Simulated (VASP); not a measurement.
Crystal: Si3S2.

```
CELL_PARAMETERS angstrom
4.34768 0.00000 0.00000
-2.17384 3.76520 0.00000
0.00000 0.00000 5.33880
ATOMIC_POSITIONS crystal
Si 0.00000 0.00000 0.74540
Si 0.00000 0.00000 0.25460
Si 0.66667 0.33333 0.00000
S 0.66667 0.33333 0.50000
S 0.33333 0.66667 0.00000
```

- Program: VASP 6.6.1
- Task: relaxation of cell and atoms
- Functional: PBE
- Potentials or basis: VASP PAW PBE potentials, release 64 (Si, S)
- Cutoff: 600 eV
- k mesh: 12 × 12 × 8
- Occupations: gaussian, width 0.1 eV
- Spin: no spin polarisation

At the start: pressure 0.3 GPa; volume 17.48 Å³/atom.

**Question.** How do energy, volume and symmetry change on relaxing?

**Answer.** Over 9 steps the energy falls by 36.4 meV/atom and the volume is 17.61 Å³/atom (+0.7 %); space group P-6m2 (No. 187, to 0.05 Å).

The path:
| step | energy change (eV) | largest force (eV/Å) | pressure (GPa) | volume (Å³) |
| --- | --- | --- | --- | --- |
| 1 | 0.0000 | 0.2437 | 0.31 | 87.40 |
| 2 | -0.0803 | 0.0218 | -0.10 | 87.79 |
| 3 | -0.1221 | 0.5176 | -0.20 | 88.12 |
| 4 | -0.1245 | 0.7339 | -0.16 | 88.21 |
| 5 | -0.1690 | 0.4706 | -0.10 | 88.24 |
| 6 | -0.1701 | 0.4005 | -0.08 | 88.23 |
| 7 | -0.1805 | 0.1409 | -0.02 | 88.08 |
| 8 | -0.1818 | 0.0138 | -0.05 | 88.12 |
| 9 | -0.1818 | 0.0034 | 0.00 | 88.03 |

Final structure:
```
Si S
1.0
     4.52739    0.00000    0.00000
    -2.26369    3.92083    0.00000
     0.00000    0.00000    4.95940
Si S
3 2
Direct
  0.00000 0.00000 0.75200
  0.00000 0.00000 0.24800
  0.66667 0.33333 0.00000
  0.66667 0.33333 0.50000
  0.33333 0.66667 0.00000
```
